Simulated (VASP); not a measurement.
# Si2IrPd2 (P4/mmm) in VASP: single point with PBE

Aim: the single point of Si2IrPd2 with PBE.

Program: VASP 6.6.1. These are calculated values, not measurements. Logs are shortened: lines on timing, memory, paths and dates and some standing lists are left out, and cuts for length are marked.

### 1 The cell of the first run

Symmetry: P4/mmm, No. 123, tetragonal system. The conventional cell has a = 3.915 Å, b = 3.915 Å, c = 5.311 Å, α = 90.00°, β = 90.00°, γ = 90.00°. Si (site symmetry mmm) has 4 Pd at 2.40 Å and 4 Si at 2.77 Å within 3.2 Å. Pd (site symmetry 4mm) has 4 Si at 2.40 Å and 2 Pd at 2.55 to 2.76 Å and 4 Ir at 3.05 Å within 3.2 Å. Within 4.0 Å of Ir (site symmetry 4/mmm) lie 8 Pd at 3.05 Å and 8 Si at 3.30 Å and 4 Ir at 3.92 Å.

### 2 Single point, PBE

Input file INCAR:

```
ALGO = Fast
EDIFF = 1E-6
ENCUT = 520
GGA = PE
ISIF = 2
ISMEAR = 0
LASPH = T
LCHARG = F
LREAL = F
LWAVE = F
NBANDS = 26
NELM = 60
PREC = Accurate
SIGMA = 0.1
```

Input file KPOINTS:

```
k-points
0
Gamma
  4 4 4
```

Input file POSCAR:

```
Si2IrPd2
1.0
    3.9153590100      0.0000000000      0.0000000000
    0.0000000000      3.9153590100      0.0000000000
    0.0000000000      0.0000000000      5.3110692100
Si Pd Ir
2 2 1
Direct
    0.0000000000      0.5000000000      0.5000000000
    0.5000000000      0.0000000000      0.5000000000
    0.5000000000      0.5000000000      0.2399999900
    0.5000000000      0.5000000000      0.7600000100
    0.0000000000      0.0000000000      0.0000000000
```

Potentials or basis: VASP PAW PBE potentials, release 64 (Si, Pd, Ir).

Started as:

```bash
$ cat potpaw_PBE.64/Si/POTCAR potpaw_PBE.64/Pd/POTCAR potpaw_PBE.64/Ir/POTCAR > POTCAR
$ mpirun -np 1 vasp_std > vasp.out
```

OUTCAR:

```text
EDIFF = 1E-6
   ENCUT = 520
   GGA = PE
   ISIF = 2
   ISMEAR = 0
   LASPH = T
   LREAL = F
   NELM = 60
   PREC = Accurate

 ion  position               nearest neighbor table
   1  0.000  0.500  0.500-   3 2.40   4 2.40   3 2.40   4 2.40   2 2.77   2 2.77   2 2.77   2 2.77

   2  0.500  0.000  0.500-   3 2.40   4 2.40   3 2.40   4 2.40   1 2.77   1 2.77   1 2.77   1 2.77

   3  0.500  0.500  0.240-   1 2.40   2 2.40   2 2.40   1 2.40   4 2.55   4 2.76   5 3.05   5 3.05
                             5 3.05   5 3.05
   4  0.500  0.500  0.760-   1 2.40   2 2.40   2 2.40   1 2.40   3 2.55   3 2.76   5 3.05   5 3.05
                             5 3.05   5 3.05
   5  0.000  0.000  0.000-   3 3.05   4 3.05   3 3.05   4 3.05   3 3.05   4 3.05   3 3.05   4 3.05

  LATTYP: Found a simple tetragonal cell.
 ALAT       =     3.9153590100
 C/A-ratio  =     1.3564705552

  Lattice vectors:

 A1 = (   3.9153590100,   0.0000000000,   0.0000000000)
 A2 = (   0.0000000000,   3.9153590100,   0.0000000000)
 A3 = (   0.0000000000,   0.0000000000,   5.3110692100)

Analysis of symmetry for initial positions (statically):
=====================================================================
 Subroutine PRICEL returns:
 Original cell was already a primitive cell.

 Routine SETGRP: Setting up the symmetry group for a
 simple tetragonal supercell.

 Subroutine GETGRP returns: Found 16 space group operations
 (whereof 16 operations were pure point group operations)
 out of a pool of 16 trial point group operations.

The static configuration has the point symmetry D_4h.

Analysis of symmetry for dynamics (positions and initial velocities):
=====================================================================
 Subroutine PRICEL returns:
 Original cell was already a primitive cell.

 Routine SETGRP: Setting up the symmetry group for a
 simple tetragonal supercell.

 Subroutine GETGRP returns: Found 16 space group operations
 (whereof 16 operations were pure point group operations)
 out of a pool of 16 trial point group operations.

The dynamic configuration has the point symmetry D_4h.

 Subroutine INISYM returns: Found 16 space group operations
 (whereof 16 operations are pure point group operations),
 and found     1 'primitive' translations

----------------------------------------------------------------------------------------

                                     Primitive cell

  volume of cell :      81.4189

  direct lattice vectors                    reciprocal lattice vectors
     3.915359010  0.000000000  0.000000000     0.255404421  0.000000000  0.000000000
     0.000000000  3.915359010  0.000000000     0.000000000  0.255404421  0.000000000
     0.000000000  0.000000000  5.311069210     0.000000000  0.000000000  0.188286004

  length of vectors
     3.915359010  3.915359010  5.311069210     0.255404421  0.255404421  0.188286004

  position of ions in fractional coordinates (direct lattice)
     0.000000000  0.500000000  0.500000000
     0.500000000  0.000000000  0.500000000
     0.500000000  0.500000000  0.239999990
     0.500000000  0.500000000  0.760000010
     0.000000000  0.000000000  0.000000000

  ion indices of the primitive-cell ions
   primitive index   ion index
                 1           1
                 2           2
                 3           3
                 4           4
                 5           5

----------------------------------------------------------------------------------------

 KPOINTS: k-points

Automatic generation of k-mesh.
 Grid dimensions read from file:
 generate k-points for:    4    4    4

 Generating k-lattice:

  Cartesian coordinates                     Fractional coordinates (reciprocal lattice)
     0.063851105  0.000000000  0.000000000     0.250000000  0.000000000  0.000000000
     0.000000000  0.063851105  0.000000000     0.000000000  0.250000000  0.000000000
     0.000000000  0.000000000  0.047071501     0.000000000  0.000000000  0.250000000

  Length of vectors
     0.063851105  0.063851105  0.047071501

  Shift w.r.t. Gamma in fractional coordinates (k-lattice)
     0.000000000  0.000000000  0.000000000

 Subroutine IBZKPT returns following result:
 ===========================================

 Found     18 irreducible k-points:

 Following reciprocal coordinates:
            Coordinates               Weight
  0.000000  0.000000  0.000000      1.000000
  0.250000  0.000000  0.000000      4.000000
  0.500000  0.000000  0.000000      2.000000
  0.250000  0.250000  0.000000      4.000000
  0.500000  0.250000  0.000000      4.000000
  0.500000  0.500000  0.000000      1.000000
[... 10 lines left out ...]
  0.500000  0.250000  0.500000      4.000000
  0.500000  0.500000  0.500000      1.000000
   k-points           NKPTS =     18   k-points in BZ     NKDIM =     18   number of bands    NBANDS=     26
   number of dos      NEDOS =    301   number of ions     NIONS =      5
   total plane-waves  NPLWV =  36000
   dimension x,y,z NGX =    30 NGY =   30 NGZ =   40
   dimension x,y,z NGXF=    60 NGYF=   60 NGZF=   80
   ions per type =               2   2   1
   NGX,Y,Z   is equivalent  to a cutoff of  12.74, 12.74, 12.52 a.u.
   NGXF,Y,Z  is equivalent  to a cutoff of  25.48, 25.48, 25.04 a.u.
 SYSTEM =  unknown system
   PREC   = accura    normal or accurate (medium, high low for compatibility)
   ISTART =      0    job   : 0-new  1-cont  2-samecut
   ICHARG =      2    charge: 1-file 2-atom 10-const
   ISPIN  =      1    spin polarized calculation?
   LNONCOLLINEAR =      F non collinear calculations
   LSORBIT =      F    spin-orbit coupling
   LASPH  =      T    aspherical Exc in radial PAW
   ENCUT  =  520.0 eV  38.22 Ry    6.18 a.u.   7.28  7.28  9.88*2*pi/ulx,y,z
   NELM   =     60;   NELMIN=  2; NELMDL= -5     # of ELM steps
   EDIFF  = 0.1E-05   stopping-criterion for ELM
   LREAL  =      F    real-space projection
   EDIFFG = 0.1E-04   stopping-criterion for IOM
   NSW    =      0    number of steps for IOM
   IBRION =     -1    ionic relax: 0-MD 1-quasi-New 2-CG
   NFREE  =      0    steps in history (QN), initial steepest desc. (CG)
   ISIF   =      2    stress and relaxation
   ISYM   =      2    0-nonsym 1-usesym 2-fastsym
   POTIM  = 0.5000    time-step for ionic-motion
   TEBEG  =    0.0;   TEEND  =   0.0 temperature during run
   PSTRESS=    0.0 pullay stress
   NELECT =      37.0000    total number of electrons
   NUPDOWN=      -1.0000    fix difference up-down
   EMIN   =  10.00;   EMAX   =-10.00  energy-range for DOS
   EFERMI =   0.00;   METHOD = LEGACY
   ISMEAR =     0;   SIGMA  =   0.10  broadening in eV -4-tet -1-fermi 0-gaus
   EFERMI_NEDOS =   21; number of points for ismear=-14 and -15
   IALGO  =     68    algorithm
   IMIX   =      4    mixing-type and parameters
     AMIX     =   0.40;   BMIX     =  1.00
     AMIX_MAG =   1.60;   BMIX_MAG =  1.00
  volume/ion in A,a.u.               =      16.28       109.89
  Fermi-wavevector in a.u.,A,eV,Ry     =   1.258637  2.378478 21.553888  1.584166
  Thomas-Fermi vector in A             =   2.392236
   LORBIT       =      0    0 simple, 1 ext, 2 COOP (PROOUT), +10 PAW based schemes
   GGA     = PE    functional components
   LHFCALC =     F    Hartree Fock is set to
   AEXX    =    0.0000 exact exchange contribution
   IVDW    =     0    specifies the selected vdW correction
   LEPSILON=     F    determine dielectric tensor
   LRPA    =     F    only Hartree local field effects (RPA)
 non-spin polarized calculation
 RMM-DIIS sequential band-by-band and
 Gauss-broadening in eV      SIGMA  =   0.10
  energy-cutoff  :      520.00
  volume of cell :       81.42
 maximum number of plane-waves:      2216
 NGX is ok and might be reduce to    30
   NGX = 15   NGY = 15   NGZ = 19

 number of electron      37.0000008 magnetization

 Free energy of the ion-electron system (eV)
  ---------------------------------------------------
  ext. energy  EPLUGINS =         0.00000000
  ---------------------------------------------------
  free energy    TOTEN  =       -28.78071389 eV

  energy without entropy =      -28.77409702  energy(sigma->0) =      -28.77740545

 E-fermi :   8.5822     XC(G=0): -11.8556

 val. band max:        8.5502061168   @ k =   0.0000   0.0000   0.5000
 cond. band min:       8.6094499664   @ k =   0.0000   0.0000   0.0000
 fundamental gap:      0.0592438496
 Fermi energy:         8.5822383650

 k-point     1 :       0.0000    0.0000    0.0000
  band No.  band energies     occupation
      1      -3.3990      2.00000
      2       1.7286      2.00000
      3       2.2103      2.00000
      4       2.2103      2.00000
      5       2.6950      2.00000
      6       3.0286      2.00000
[... 18 lines left out ...]
     25      14.1059      0.00000
     26      16.2637      0.00000

 k-point     2 :       0.2500    0.0000    0.0000
  band No.  band energies     occupation
      1      -2.8575      2.00000
      2       0.4777      2.00000
      3       2.3131      2.00000
      4       2.5635      2.00000
      5       3.0330      2.00000
      6       3.2156      2.00000
[... 18 lines left out ...]
     25      13.2539      0.00000
     26      14.4355      0.00000

 k-point     3 :       0.5000    0.0000    0.0000
  band No.  band energies     occupation
      1      -1.4751      2.00000
      2      -1.3031      2.00000
      3       2.4532      2.00000
      4       2.7468      2.00000
      5       3.2246      2.00000
      6       3.4125      2.00000
[... 18 lines left out ...]
     25      11.6100      0.00000
     26      15.9245      0.00000

 k-point     4 :       0.2500    0.2500    0.0000
  band No.  band energies     occupation
      1      -2.3450      2.00000
      2       0.3858      2.00000
      3       1.5520      2.00000
      4       3.0464      2.00000
      5       3.3025      2.00000
      6       3.5294      2.00000
[... 18 lines left out ...]
     25      13.3876      0.00000
     26      14.1919      0.00000

 k-point     5 :       0.5000    0.2500    0.0000
  band No.  band energies     occupation
      1      -1.0451      2.00000
      2      -0.9265      2.00000
      3       1.6767      2.00000
      4       2.6195      2.00000
      5       3.3961      2.00000
      6       3.8529      2.00000
[... 18 lines left out ...]
     25      13.9114      0.00000
     26      14.4430      0.00000

 k-point     6 :       0.5000    0.5000    0.0000
  band No.  band energies     occupation
      1      -0.3268      2.00000
      2      -0.3268      2.00000
      3       0.8294      2.00000
      4       1.6203      2.00000
      5       4.5193      2.00000
      6       4.5923      2.00000
[... 253 lines left out ...]
 k-point    15 :       0.5000    0.0000    0.5000
  band No.  band energies     occupation
      1      -1.3047      2.00000
      2      -1.1544      2.00000
      3       2.9882      2.00000
      4       3.1575      2.00000
      5       3.4911      2.00000
      6       3.7464      2.00000
[... 18 lines left out ...]
     25      13.5033      0.00000
     26      15.1371      0.00000

 k-point    16 :       0.2500    0.2500    0.5000
  band No.  band energies     occupation
      1      -2.1322      2.00000
      2       0.4469      2.00000
      3       2.1217      2.00000
      4       2.7884      2.00000
      5       3.7218      2.00000
      6       3.7855      2.00000
[... 18 lines left out ...]
     25      14.6467      0.00000
     26      15.7398      0.00000

 k-point    17 :       0.5000    0.2500    0.5000
  band No.  band energies     occupation
      1      -0.9030      2.00000
      2      -0.8130      2.00000
      3       2.2762      2.00000
      4       3.0616      2.00000
      5       3.8150      2.00000
      6       3.8257      2.00000
[... 18 lines left out ...]
     25      14.4186      0.00000
     26      15.0229      0.00000

 k-point    18 :       0.5000    0.5000    0.5000
  band No.  band energies     occupation
      1      -0.3141      2.00000
      2      -0.3141      2.00000
      3       1.5510      2.00000
      4       2.1644      2.00000
      5       3.7089      2.00000
      6       4.2833      2.00000
[... 18 lines left out ...]
     25      16.6561      0.00000
     26      16.9544      0.00000

------------------------ aborting loop because EDIFF is reached ----------------------------------------

  FORCE on cell =-STRESS in cart. coord.  units (eV):
  Direction    XX          YY          ZZ          XY          YZ          ZX
  --------------------------------------------------------------------------------------
  -------------------------------------------------------------------------------------
  Total       -3.6070155     -3.6070155     -2.8646714      0.0000000     -0.0000000      0.0000000
  in kB      -70.9795844    -70.9795844    -56.3715862      0.0000000     -0.0000000      0.0000000
  external PRESSURE =     -66.1102517 kB  Pullay stress =       0.0000000 kB

 VOLUME and BASIS-vectors are now :
 -----------------------------------------------------------------------------
  energy-cutoff  :      520.00
  volume of cell :       81.42
      direct lattice vectors                 reciprocal lattice vectors
     3.915359010  0.000000000  0.000000000     0.255404421  0.000000000  0.000000000
     0.000000000  3.915359010  0.000000000     0.000000000  0.255404421  0.000000000
     0.000000000  0.000000000  5.311069210     0.000000000  0.000000000  0.188286004

 POSITION                                       TOTAL-FORCE (eV/Angst)
 -----------------------------------------------------------------------------------
      0.00000      1.95768      2.65553         0.000000     -0.000000      0.000000
      1.95768      0.00000      2.65553         0.000000     -0.000000      0.000000
      1.95768      1.95768      1.27466         0.000000      0.000000     -0.250777
      1.95768      1.95768      4.03641         0.000000      0.000000      0.250777
      0.00000      0.00000      0.00000         0.000000     -0.000000      0.000000
 -----------------------------------------------------------------------------------
    total drift:                                0.000000      0.000000      0.000000

  FREE ENERGIE OF THE ION-ELECTRON SYSTEM (eV)
  ---------------------------------------------------
  free  energy   TOTEN  =       -28.7807138854 eV

  energy  without entropy=      -28.7740970168  energy(sigma->0) =      -28.77740545
```

Run time: 47 s. Hardware: 1 thread of Intel Xeon 8259CL, shared host; peak memory 0.21 GiB.

What came out:

```yaml
Free_energy: -28.7807 eV
Pressure: -6.6 GPa
Largest_force: 0.251 eV/Å
```

Forces in eV/Å, atoms in the order of the input:
```
Si   0.000  0.000  0.000
Si   0.000  0.000  0.000
Pd   0.000  0.000 -0.251
Pd   0.000  0.000  0.251
Ir   0.000  0.000  0.000
```

Caveat: the k points lie up to 0.40 Å⁻¹ apart; spin-orbit coupling is left out, which moves the levels of the heavy elements.
